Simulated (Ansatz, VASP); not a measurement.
**GaAs: VASP beside Ansatz**

POSCAR

```
GaAs
1.0
    0.0000000000      2.8330831910      2.8330831910
    2.8330831910      0.0000000000      2.8330831910
    2.8330831910      2.8330831910      0.0000000000
Ga As
1 1
Direct
    0.0000000000      0.0000000000      0.0000000000
    0.2500000000      0.2500000000      0.2500000000
```

File INCAR.step1:

```
SYSTEM = GaAs
PREC = Accurate
ENCUT = 520
EDIFF = 1E-5
ISMEAR = 0
SIGMA = 0.01
LREAL = .FALSE.
LASPH = .TRUE.
NELM = 60
ALGO = Normal
ISIF = 2
LWAVE = .TRUE.
GGA = PE
NBANDS = 16
```

File INCAR.step2:

```
SYSTEM = GaAs
PREC = Accurate
ENCUT = 520
EDIFF = 1E-7
ISMEAR = 0
SIGMA = 0.01
LREAL = .FALSE.
LASPH = .TRUE.
NELM = 60
ALGO = Normal
ISIF = 2
LWAVE = .FALSE.
LCHARG = .TRUE.
GGA = PE
LHFCALC = .TRUE.
AEXX = 0.1
HFSCREEN = 0.3
PRECFOCK = Normal
LELF = .TRUE.
LVHAR = .TRUE.
ISTART = 1
NBANDS = 16
```

File KPOINTS:

```
Automatic mesh
0
G
  4 4 4
  0 0 0
```

Input for Ansatz:

```yaml
crystal:
  lattice:
    - [0.0, 2.833083191, 2.833083191]
    - [2.833083191, 0.0, 2.833083191]
    - [2.833083191, 2.833083191, 0.0]
  atoms:
    - { symbol: Ga, position: [0.0, 0.0, 0.0] }
    - { symbol: As, position: [0.25, 0.25, 0.25] }
kpoints:
  mp_grid: { grid: [4, 4, 4] }
hamiltonian:
  xc: { exchange: pbe, correlation: pbe, exx: { coeff: 0.1, omega: 0.3 } }
scf:
  occupations: { method: fixed }
  n_extra_bands: 4
output:
  forces: true
  stress: true
  eigenvalues: true
```

Alike in both runs: task single point; functional PBE-based screened hybrid; k mesh 4 × 4 × 4; no spin polarisation.

```csv
,VASP,Ansatz
version,VASP 6.6.1,Ansatz 0.2.0
potentials or method,"VASP PAW PBE potentials, release 64 (Ga_d, As)",plane waves
plane-wave cutoff (eV),520,420
occupations,"gaussian, width 0.01 eV",fixed
valence electrons in the cell,18,28
```

|  | VASP | Ansatz | Ansatz less VASP |
| --- | --- | --- | --- |
| gap on the k mesh at the Fermi level (eV) | 0.76 | 0.76 | 0.000 |
| pressure (GPa) | 2.4 | 2.3 | -0.08 |

VASP's potentials were made for PBE, not for PBE-based screened hybrid. VASP's potentials hold 18 valence electrons a cell and Ansatz's 28, so a difference there can come from the potentials and not from the codes. Ansatz's warnings: stress exchange threshold loose, stress scf threshold loose.

The k mesh is coarse, so the values compare programs but aren't converged.
